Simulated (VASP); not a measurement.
# Bi: relaxation of shape and atoms at fixed volume with PBE+D3(BJ)

Crystal: Bi.

```
CELL_PARAMETERS angstrom
2.20933 1.27555 3.72033
-2.20933 1.27555 3.72033
0.00000 -2.55111 3.72033
ATOMIC_POSITIONS crystal
Bi 0.24004 0.24004 0.24004
Bi 0.75996 0.75996 0.75996
```

| Property | Result |
| --- | --- |
| Program | VASP 6.6.1 |
| Task | relaxation of shape and atoms at fixed volume |
| Functional | PBE |
| Dispersion | D3(BJ) |
| Potentials or basis | VASP PAW PBE potentials, release 64 (Bi_d) |
| Cutoff | 600 eV |
| k mesh | 12 × 12 × 12 |
| Occupations | gaussian, width 0.1 eV |
| Spin | no spin polarisation |
| Dipole correction | no |
| Further INCAR settings | ALGO = Fast; EDIFF = 1e-06; IBRION = 2; EDIFFG = -0.01; NSW = 50; ISIF = 4 |

The energy gained by relaxing is 1.1 meV/atom and the ionic steps are 9. The pressure after relaxing is 4.8 GPa and the band gap on the k mesh is zero (bands 15 and 16 overlap by 0.28 eV). The dispersion energy per atom is -0.509 eV.

The path:
| step | energy change (eV) | largest force (eV/Å) | pressure (GPa) | volume (Å³) |
| --- | --- | --- | --- | --- |
| 1 | 0.0000 | 0.1133 | 5.13 | 62.91 |
| 2 | -0.0011 | 0.0680 | 5.05 | 62.91 |
| 3 | -0.0019 | 0.0222 | 4.94 | 62.91 |
| 4 | -0.0017 | 0.0544 | 4.72 | 62.91 |
| 5 | -0.0021 | 0.0046 | 4.84 | 62.91 |
| 6 | -0.0021 | 0.0195 | 4.79 | 62.91 |
| 7 | -0.0021 | 0.0043 | 4.83 | 62.91 |
| 8 | -0.0021 | 0.0178 | 4.83 | 62.91 |
| 9 | -0.0021 | 0.0003 | 4.84 | 62.91 |

Final structure:
```
CELL_PARAMETERS angstrom
2.21618 1.27951 3.69736
-2.21618 1.27951 3.69736
0.00000 -2.55902 3.69736
ATOMIC_POSITIONS crystal
Bi 0.24156 0.24156 0.24156
Bi 0.75844 0.75844 0.75844
```

Levels at points of the mesh, in eV from the Fermi level:
```csv
k point,band 11,band 12,band 13,band 14,band 15,band 16,band 17,band 18,band 19
"(0.00, 0.00, 0.00)",-13.81,-7.07,-1.64,-1.50,-1.50,3.13,3.27,3.27,5.38
"(0.50, 0.00, 0.00)",-11.46,-11.10,-0.89,-0.87,-0.33,-0.26,0.11,0.34,8.25
"(0.50, 0.50, 0.00)",-11.60,-9.40,-5.52,-3.53,-3.46,2.36,5.50,5.64,7.83
"(0.50, 0.50, 0.50)",-11.87,-10.76,-0.69,-0.55,-0.55,0.14,0.14,0.27,7.91
```

It took 15 min on 1 thread of Intel(R) Xeon(R) Platinum 8259CL CPU @ 2.50GHz (Skylake/Cascade Lake), with other jobs on the host, peak memory 0.39 GiB.

Caveat: spin-orbit coupling is left out, which moves the levels of the heavy elements.
